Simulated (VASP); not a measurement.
# ZrSi7 (P-43m) in VASP: notebook, part 2 of 2

VASP 6.6.1. Earlier steps stand in the parts before.

## (3) Vibrations by perturbation theory, PBEsol

INCAR

```
PREC = Accurate
ENCUT = 520
EDIFF = 1E-8
ISMEAR = -1
SIGMA = 0.15
LREAL = False
LASPH = True
NELM = 60
ALGO = Fast
ISIF = 2
LWAVE = False
LCHARG = False
GGA = PS
IBRION = 8
NSW = 1
```

KPOINTS

```
Automatic mesh
0
Gamma
  6 6 6
```

POSCAR

```
ZrSi7
1.0
    5.5993081138      0.0000000000      0.0000000000
    0.0000000000      5.5993081138      0.0000000000
    0.0000000000      0.0000000000      5.5993081138
Zr Si
1 7
Direct
    0.0000000000      0.0000000000      0.0000000000
    0.2663053998      0.2663053998      0.2663053998
    0.0000000000      0.5000000000      0.5000000000
    0.5000000000      0.5000000000      0.0000000000
    0.5000000000      0.0000000000      0.5000000000
    0.7336946002      0.2663053998      0.7336946002
    0.7336946002      0.7336946002      0.2663053998
    0.2663053998      0.7336946002      0.7336946002
```

Potentials or basis: VASP PAW PBE potentials, release 64 (Zr_sv, Si).

Started as:

```
cat potpaw_PBE.64/Zr_sv/POTCAR potpaw_PBE.64/Si/POTCAR > POTCAR
mpirun -np 1 vasp_std > vasp.out
```

OUTCAR:

```text
PREC = Accurate
   ENCUT = 520
   EDIFF = 1E-8
   ISMEAR = -1
   LREAL = False
   LASPH = True
   NELM = 60
   ISIF = 2
   GGA = PS
   IBRION = 8
   NSW = 1

 ion  position               nearest neighbor table
   1  0.000  0.000  0.000-   2 2.58   6 2.58   7 2.58   8 2.58
   2  0.266  0.266  0.266-   3 2.38   4 2.38   5 2.38   1 2.58
   3  0.000  0.500  0.500-   2 2.38   6 2.38   7 2.38   8 2.38
   4  0.500  0.500  0.000-   2 2.38   6 2.38   7 2.38   8 2.38
   5  0.500  0.000  0.500-   2 2.38   6 2.38   7 2.38   8 2.38
   6  0.734  0.266  0.734-   3 2.38   4 2.38   5 2.38   1 2.58
   7  0.734  0.734  0.266-   3 2.38   4 2.38   5 2.38   1 2.58
   8  0.266  0.734  0.734-   3 2.38   4 2.38   5 2.38   1 2.58

  LATTYP: Found a simple cubic cell.
 ALAT       =     5.5993081138

  Lattice vectors:

 A1 = (   5.5993081138,   0.0000000000,   0.0000000000)
 A2 = (   0.0000000000,   5.5993081138,   0.0000000000)
[... 838 lines left out ...]
  5Z     0.000000    0.000000    0.587647    1.583969   -2.351160    2.530769    0.000000    0.000000   -1.377462    0.000000    0.000000    0.525753    0.000000    0.000000   -9.859015    1.583969    2.351160    2.530769   -1.583969    2.351160    2.530769   -1.583969   -2.351160    2.530769
  6X     2.338788   -2.891491    2.891491    0.709022    0.058826    0.446496    2.479381    2.351742   -2.351742    2.529420   -1.584069   -2.059252    2.529420    2.059252    1.584069  -10.380660    0.510804   -0.510804   -0.914393   -0.058568    0.058568    0.709022   -0.446496   -0.058826
  6Y    -2.891491    2.338788   -2.891491   -0.058568   -0.914393   -0.058568    2.059252    2.529420   -1.584069   -1.584069    2.529420    2.059252    2.351742    2.479381    2.351742    0.510804  -10.380660    0.510804    0.058826    0.709022   -0.446496   -0.446496    0.709022    0.058826
  6Z     2.891491   -2.891491    2.338788    0.446496    0.058826    0.709022   -2.059252   -1.584069    2.529420   -2.351742    2.351742    2.479381    1.584069    2.059252    2.529420   -0.510804    0.510804  -10.380660   -0.058826   -0.446496    0.709022    0.058568   -0.058568   -0.914393
  7X     2.338788    2.891491   -2.891491    0.709022    0.446496    0.058826    2.479381   -2.351742    2.351742    2.529420    1.584069    2.059252    2.529420   -2.059252   -1.584069   -0.914393    0.058568   -0.058568  -10.380660   -0.510804    0.510804    0.709022   -0.058826   -0.446496
  7Y     2.891491    2.338788   -2.891491    0.446496    0.709022    0.058826   -2.059252    2.529420   -1.584069    1.584069    2.529420    2.059252   -2.351742    2.479381    2.351742   -0.058826    0.709022   -0.446496   -0.510804  -10.380660    0.510804    0.058568   -0.914393   -0.058568
  7Z    -2.891491   -2.891491    2.338788   -0.058568   -0.058568   -0.914393    2.059252   -1.584069    2.529420    2.351742    2.351742    2.479381   -1.584069    2.059252    2.529420    0.058826   -0.446496    0.709022    0.510804    0.510804  -10.380660   -0.446496    0.058826    0.709022
  8X     2.338788   -2.891491   -2.891491   -0.914393   -0.058568   -0.058568    2.479381    2.351742    2.351742    2.529420   -1.584069    2.059252    2.529420    2.059252   -1.584069    0.709022   -0.446496    0.058826    0.709022    0.058826   -0.446496  -10.380660    0.510804    0.510804
  8Y    -2.891491    2.338788    2.891491    0.058826    0.709022    0.446496    2.059252    2.529420    1.584069   -1.584069    2.529420   -2.059252    2.351742    2.479381   -2.351742   -0.446496    0.709022   -0.058826   -0.058568   -0.914393    0.058568    0.510804  -10.380660   -0.510804
  8Z    -2.891491    2.891491    2.338788    0.058826    0.446496    0.709022    2.059252    1.584069    2.529420    2.351742   -2.351742    2.479381   -1.584069   -2.059252    2.529420   -0.058568    0.058568   -0.914393   -0.446496   -0.058826    0.709022    0.510804   -0.510804  -10.380660

 Eigenvectors and eigenvalues of the dynamical matrix
 ----------------------------------------------------

   1 f  =   13.239456 THz    83.185955 2PiTHz  441.620716 cm-1    54.753966 meV
             X         Y         Z           dx          dy          dz
      0.000000  0.000000  0.000000    -0.014939   -0.021170   -0.002945
      1.491126  1.491126  1.491126    -0.039912   -0.142365    0.157300
      0.000000  2.799654  2.799654     0.294904    0.283385    0.039421
      2.799654  2.799654  0.000000     0.199976    0.283385    0.058134
      2.799654  0.000000  2.799654     0.199976    0.417907    0.039421
      4.108182  1.491126  4.108182    -0.262944   -0.330776   -0.065731
      4.108182  4.108182  1.491126    -0.070937   -0.173390   -0.223117
      1.491126  4.108182  4.108182    -0.293969   -0.299751   -0.000086
[... 243 lines left out ...]
  24 f/i=    0.011278 THz     0.070863 2PiTHz    0.376198 cm-1     0.046643 meV
             X         Y         Z           dx          dy          dz
      0.000000  0.000000  0.000000    -0.512184    0.192716    0.103765
      1.491126  1.491126  1.491126    -0.289158    0.109780    0.059439
      0.000000  2.799654  2.799654    -0.290836    0.108549    0.058447
      2.799654  2.799654  0.000000    -0.288492    0.108549    0.058922
      2.799654  0.000000  2.799654    -0.288492    0.109431    0.058447
      4.108182  1.491126  4.108182    -0.287884    0.107081    0.060713
      4.108182  4.108182  1.491126    -0.288472    0.110466    0.057327
      1.491126  4.108182  4.108182    -0.287198    0.106395    0.056053

--------------------------------------------------------------------------------------------------------

 ELASTIC MODULI CONTR FROM IONIC RELAXATION (kBar)
 Direction    XX          YY          ZZ          XY          YZ          ZX
 --------------------------------------------------------------------------------
 XX         -55.4890     -8.1196     -8.1196      0.0000      0.0000      0.0000
 YY          -8.1196    -55.4890     -8.1196     -0.0000     -0.0000     -0.0000
 ZZ          -8.1196     -8.1196    -55.4890     -0.0000     -0.0000     -0.0000
 XY           0.0000     -0.0000     -0.0000   -668.3446      0.0000     -0.0000
 YZ           0.0000     -0.0000     -0.0000     -0.0000   -668.3446     -0.0000
 ZX           0.0000      0.0000     -0.0000     -0.0000     -0.0000   -668.3446
 --------------------------------------------------------------------------------
```

stdout:

```text
POSCAR found type information on POSCAR ZrSi
 POSCAR found :  2 types and       8 ions
 scaLAPACK will be used
[... 42 lines left out ...]
 num prob  num prob  num prob  num prob  num prob  num prob  num prob  num prob  num prob  num prob  num prob  num prob  num prob  num prob  num prob  num prob  num prob  num prob  num prob  num prob  num prob  num prob  num prob  num prob  num prob  num prob  num prob  num prob  num prob  num prob  num prob  num prob  num prob  num prob  num prob  num prob  num prob  num prob  num prob  num prob  num prob  num prob RMM:  41    -0.468900529168E+02   -0.28710E-07   -0.30638E-07   458   0.731E-04    0.439E-05
WARNING in EDDRMM: call to ZHEGV failed, returncode =   8  4     11
 num prob WA
```

It took 60 min on 1 thread of Oxide Virtual Turin-like, shared host; peak memory 0.81 GiB.

What came out:

| Property | Result |
| --- | --- |
| Highest phonon frequency at Γ | 442 cm⁻¹ |

Phonon frequencies in cm⁻¹ (negative: imaginary):
```csv
q point,frequencies
"(0.000, 0.000, 0.000)",0 0 0 40 40 40 81 81 81 307 307 307 336 336 379 386 386 386 399 399 399 442 442 442
```
